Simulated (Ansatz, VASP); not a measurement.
## Two plane-wave programs on GaS3

```
Ga S
1.0
     6.17576    0.00000    0.00000
    -3.08788    5.34837    0.00000
     0.00000    0.00000    4.95700
Ga S
2 6
Cartesian
  0.0000 3.5656 1.2393
  3.0879 1.7828 3.7178
  3.0879 3.5620 1.2393
  -1.5409 4.4552 3.7178
  1.5470 0.8932 1.2393
  0.0000 1.7864 3.7178
  4.6287 0.8932 1.2393
  1.5409 4.4552 3.7178
```

Alike in both runs: task single point; functional PBE; k mesh 3 × 3 × 4; occupations gaussian, width 0.1 eV; no spin polarisation.

|  | VASP | Ansatz |
| --- | --- | --- |
| version | VASP 6.6.1 | Ansatz 0.2.0 |
| potentials or method | VASP PAW PBE potentials, release 64 (Ga_d, S), cutoff 520 eV | scalar-relativistic, plane waves, PAW |
| valence electrons in the cell | 62 | 62 |

```csv
,VASP,Ansatz,Ansatz less VASP
gap on the k mesh at the Fermi level (eV),none,none,-
pressure (GPa),-8.3,-8.3,+0.03
"traceless stress, the component that is largest in VASP (GPa)",-1.57,-1.57,+0.006
rms of the force components (eV/Å),0.109,0.109,-0.0002
```

Atom by atom the forces differ by 0.000 eV/Å (rms over components). A gap of «none» marks a metal or a gap that the smearing closes.

The k mesh is coarse, so the values compare programs but aren't converged.
